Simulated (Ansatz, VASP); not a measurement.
One calculation of MnO, two programs

```xyz
2
Lattice="0.0000 2.2200 2.2200 2.2200 0.0000 2.2200 2.2200 2.2200 0.0000" Properties=species:S:1:pos:R:3 pbc="T T T"
Mn    0.0000    0.0000    0.0000
O     2.2200    2.2200    2.2200
```

Alike in both runs: task single point; functional PBE; k mesh 14 × 14 × 14; occupations gaussian, width 0.05 eV; collinear spin.

|  | VASP | Ansatz |
| --- | --- | --- |
| version | VASP 6.6.1 | Ansatz 0.2.0 |
| potentials or method | VASP PAW PBE potentials, release 64 (Mn_pv, O), cutoff 520 eV | scalar-relativistic, plane waves, PAW |
| valence electrons in the cell | 19 | 21 |

```csv
,VASP,Ansatz,Ansatz less VASP
gap on the k mesh at the Fermi level (eV),none,none,-
pressure (GPa),0.1,-0.1,-0.19
net moment per atom (μB),2.37,2.37,0.000
size of the moment on the site where the two differ most (μB),4.31,4.03,-0.285
```

Site moments also hang on the region over which each program counts them. A gap of «none» marks a metal or a gap that the smearing closes. With one functional, cell and mesh, what is left measures potentials, basis and numerics. VASP's potentials hold 19 valence electrons a cell and Ansatz's 21, so a difference there can come from the potentials and not from the codes.
